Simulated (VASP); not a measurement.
Input of a VASP 6.6.1 run:

Contents of INCAR:

```
PREC = Accurate ; ENCUT = 600
EDIFF = 1E-7 ; ISMEAR = -1
SIGMA = 0.05 ; LREAL = F
LASPH = T ; NELM = 60
ALGO = Normal ; ISIF = 8
LWAVE = F ; LCHARG = F
IBRION = 2 ; NSW = 60
EDIFFG = -0.02
```

File KPOINTS:

```
Automatic mesh
0
Gamma
  6 6 6
```

The input POSCAR:

```
Ti3Cd
1.0
    4.1510090000      0.0000000000      0.0000000000
    0.0000000000      4.1510090000      0.0000000000
    0.0000000000      0.0000000000      4.1510090000
Ti Cd
3 1
Direct
    0.0000000000      0.5000000000      0.5000000000
    0.5000000000      0.0000000000      0.5000000000
    0.5000000000      0.5000000000      0.0000000000
    0.0000000000      0.0000000000      0.0000000000
```

Potentials or basis: VASP PAW LDA potentials, release 64 (Ti_sv, Cd).

Launch:

```bash
$ cat potpaw_LDA.64/Ti_sv/POTCAR potpaw_LDA.64/Cd/POTCAR > POTCAR
$ mpirun -np 1 vasp_std > vasp.out
```

**Question.** What does it give for the relaxed cell?

**Answer.** a = 4.043 Å, b = 4.043 Å, c = 4.043 Å, α = 90.00°, β = 90.00°, γ = 90.00°.

**Question.** Estimate the relaxed volume.

**Answer.** 16.52 Å³/atom.

The path:
```csv
step,energy change (eV),largest force (eV/Å),pressure (GPa),volume (Å³)
1,0.0000,0.0000,-8.45,71.53
2,-0.0567,0.0000,8.55,62.20
3,-0.1543,0.0000,-0.07,66.09
```
